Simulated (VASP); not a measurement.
A run of VASP 6.6.1 is set up as follows.

INCAR

```
  PREC = Accurate
  ENCUT = 520
  EDIFF = 1E-7
  ISMEAR = 0
  SIGMA = 0.15
  LREAL = False
  LASPH = True
  NELM = 60
  ALGO = Fast
  ISIF = 2
  LWAVE = False
  LCHARG = True
  GGA = PE
  LELF = True
  LVHAR = True
  NBANDS = 12
```

The input KPOINTS:

```
regular mesh
0
Gamma
  18 18 18
```

The input POSCAR:

```
Ta
1.0
   -1.7507551652      1.6594835689      1.5972529351
    1.7507551652     -1.6594835689      1.5972529351
    1.7507551652      1.6594835689     -1.5972529351
Ta
1
Direct
    0.0000000000      0.0000000000      0.0000000000
```

Potentials or basis: VASP PAW PBE potentials, release 64 (Ta_pv).

Command:

```sh
$ cat potpaw_PBE.64/Ta_pv/POTCAR > POTCAR
$ mpirun -np 1 vasp_std > vasp.out
```

Problem. Predict the pressure.

Solution. -2.2 GPa.

Problem. What does it give for the band gap on the k mesh?

Solution. Zero (an odd number of electrons rules out a gap without spin polarisation).

Stress tensor (GPa, compression positive):
```
-6.80  0.00  0.00
 0.00 -1.27  0.00
 0.00  0.00  1.61
```

Caveat: the cell differs from its parent crystal (normal strain along x +0.0550, normal strain along z -0.0375); the stress differs along the axes, from -7 to 2 GPa; spin-orbit coupling is left out, which moves the levels of the heavy elements.
